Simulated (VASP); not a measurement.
Wanted: the native input for a VASP 6.6.1 run.

```
Task                   : single point
Functional             : LDA
Potentials or basis    : VASP PAW LDA potentials, release 64 (K_sv, Br)
Cutoff                 : 520 eV
k mesh                 : 6 × 6 × 4
Occupations            : gaussian, width 0.01 eV
Spin                   : no spin polarisation
Dipole correction      : no
Further INCAR settings : ALGO = Normal; EDIFF = 1e-07; NBANDS = 24
```

The structure of KBr lies in POSCAR:

```
KBr
1.0
    4.5593000710      0.0000000000      0.0000000000
   -2.2796500355      3.9484696849      0.0000000000
    0.0000000000      0.0000000000      8.0200670366
K Br
2 2
Direct
    0.0000000000      0.0000000000      0.0000000000
    0.0000000000      0.0000000000      0.5000000000
    0.3333333333      0.6666666667      0.2500000000
    0.6666666667      0.3333333333      0.7500000000
```

One way to write it, as run:

INCAR

```
SYSTEM = KBr
ALGO = Normal
EDIFF = 1E-7
ENCUT = 520
ISIF = 2
ISMEAR = 0
LASPH = .True.
LCHARG = .False.
LREAL = .False.
LWAVE = .False.
NBANDS = 24
NELM = 100
PREC = Accurate
SIGMA = 0.01
```

KPOINTS

```
k-points
0
Gamma
  6 6 4
  0 0 0
```

Potentials or basis: VASP PAW LDA potentials, release 64 (K_sv, Br).

Command:

```console
$ cat potpaw_LDA.64/K_sv/POTCAR potpaw_LDA.64/Br/POTCAR > POTCAR
$ mpirun -np 1 vasp_std > vasp.out
```

Results of the run:

```
Pressure               : -1.6 GPa
Band gap on the k mesh : 3.96 eV, direct
```

Wall time 36 s on 1 thread of Intel(R) Xeon(R) 6975P-C (Granite Rapids) (shared host), peak memory 0.24 GiB.
